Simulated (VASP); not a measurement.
A run of VASP 6.6.1 is set up as follows.

File INCAR:

```
  PREC = Accurate
  ENCUT = 600
  EDIFF = 1E-6
  ISMEAR = -1
  SIGMA = 0.1
  LREAL = False
  LASPH = True
  NELM = 80
  ALGO = Normal
  ISIF = 3
  LWAVE = False
  LCHARG = False
  GGA = RE
  IVDW = 12
  IBRION = 2
  NSW = 80
  EDIFFG = -0.03
  PSTRESS = 50.0
```

KPOINTS

```
Automatic mesh
0
Gamma
  9 9 9
```

POSCAR

```
Hf
1.0
    2.9100000000      0.0000000000      0.0000000000
    0.0000000000      2.9100000000      0.0000000000
    0.0000000000      0.0000000000      2.9100000000
Hf
1
Direct
    0.0000000000      0.0000000000      0.0000000000
```

Potentials or basis: VASP PAW PBE potentials, release 64 (Hf_pv).

Command:

```sh
$ cat potpaw_PBE.64/Hf_pv/POTCAR > POTCAR
$ mpirun -np 1 vasp_std > vasp.out
```

**Question.** Estimate the space group after relaxing (to 0.05 Å).

**Answer.** Pm-3m (No. 221).

**Question.** Estimate the relaxed cell.

**Answer.** a = 2.818 Å, b = 2.818 Å, c = 2.818 Å, α = 90.00°, β = 90.00°, γ = 90.00°.

**Question.** Estimate the relaxed volume.

**Answer.** 22.37 Å³/atom.

The path:
```tsv
step	energy change (eV)	largest force (eV/Å)	pressure (GPa)	volume (Å³)
1	0.0000	0.0000	-2.84	24.64
2	0.1120	0.0000	13.93	20.59
3	0.0110	0.0000	4.91	22.37
```

Caveat: the cell is relaxed towards a set pressure, so the enthalpy falls and the energy may rise; the PAW data sets were made with another functional, which shifts forces and pressure a little; pairwise dispersion overbinds metals, which lowers pressure and volume.
